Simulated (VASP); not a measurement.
Wanted: the native input for a VASP 6.6.1 run.

| Item | Value |
| --- | --- |
| Task | single point |
| Functional | LDA |
| Potentials or basis | VASP PAW LDA potentials, release 64 (Cu) |
| Cutoff | 600 eV |
| k mesh | 13 × 13 × 13 |
| Occupations | fermi-dirac, width 0.05 eV |
| Spin | no spin polarisation |
| Dipole correction | no |
| Further INCAR settings | ALGO = Normal; EDIFF = 1e-06; NBANDS = 12 |

The structure of Cu lies in POSCAR:

```
Cu
1.0
    0.0000000000      1.8429501765      1.8429501765
    1.8429501765      0.0000000000      1.8429501765
    1.8429501765      1.8429501765      0.0000000000
Cu
1
Direct
    0.0000000000      0.0000000000      0.0000000000
```

This cell differs from its parent crystal: volume scaled by 1.06.

One way to write it, as run:

INCAR

```
PREC = Accurate
ENCUT = 600
EDIFF = 1E-6
ISMEAR = -1
SIGMA = 0.05
LREAL = False
LASPH = True
NELM = 120
ALGO = Normal
ISIF = 2
LWAVE = False
LCHARG = False
GGA = CA
NBANDS = 12
GGA_COMPAT = False
```

KPOINTS

```
regular mesh
0
Gamma
  13 13 13
```

Potentials or basis: VASP PAW LDA potentials, release 64 (Cu).

The run is started by

```sh
$ cat potpaw_LDA.64/Cu/POTCAR > POTCAR
$ mpirun -np 1 vasp_std > vasp.out
```

It gave:

* Pressure: -17.9 GPa

Run time: 20 s on 1 thread of Intel Xeon 8259CL (shared host), peak memory 0.13 GiB.
